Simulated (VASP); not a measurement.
SnTe:

```
Sn Te
1.0
     0.00000    3.18935    3.18935
     3.18935    0.00000    3.18935
     3.18935    3.18935    0.00000
Sn Te
1 1
Direct
  0.00000 0.00000 0.00000
  0.50000 0.50000 0.50000
```

Base run:

```yaml
Program: VASP 6.6.1
Functional: r2SCAN
Potentials_or_basis: VASP PAW PBE potentials, release 64 (Sn_d, Te)
Cutoff: 550 eV
k_mesh: 8 × 8 × 8
Occupations: fermi-dirac, width 0.02 eV
Spin: no spin polarisation
```

Its results: band gap on the k mesh 0.14 eV; pressure -0.1 GPa.

Problem. The run is repeated on the same cell with these changes: functional from r2SCAN to PBE; cutoff from 550 eV to 500 eV. What comes out?

Solution. Band gap on the k mesh 0.01 eV; pressure 0.6 GPa.

Caveats: spin-orbit coupling is left out, which moves the levels of the heavy elements; the PAW data sets were made with another functional, which shifts forces and pressure a little (at least some runs).

A k mesh can miss the band edges.
